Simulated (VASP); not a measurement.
Input of a VASP 6.6.1 run:

File INCAR:

```
ALGO = Normal
EDIFF = 1E-6
ENCUT = 560
GGA = PS
GGA_COMPAT = F
ISIF = 2
ISMEAR = -1
IVDW = 12
LASPH = T
LCHARG = F
LREAL = F
LWAVE = F
NBANDS = 23
NELM = 120
PREC = Accurate
SIGMA = 0.05
```

Contents of KPOINTS:

```
k-points
0
Gamma
  11 11 6
```

File POSCAR:

```
Os
1.0
    2.6971481730      0.0000000000      0.0000000000
   -1.3485740865      2.3357988356      0.0000000000
    0.0000000000      0.0000000000      4.2613185190
Os
2
Direct
    0.6666666667      0.3333333333      0.7500000000
    0.3333333333      0.6666666667      0.2500000000
```

Potentials or basis: VASP PAW PBE potentials, release 64 (Os_sv_GW).

The run is started by

```bash
$ cat potpaw_PBE.64/Os_sv_GW/POTCAR > POTCAR
$ mpirun -np 1 vasp_std > vasp.out
```

(1) Predict the dispersion energy per atom.

(2) Estimate the band gap on the k mesh.

Answers

(1) -0.696 eV.

(2) zero (bands 16 and 17 overlap by 4.17 eV).

Caveat: spin-orbit coupling is left out, which moves the levels of the heavy elements.
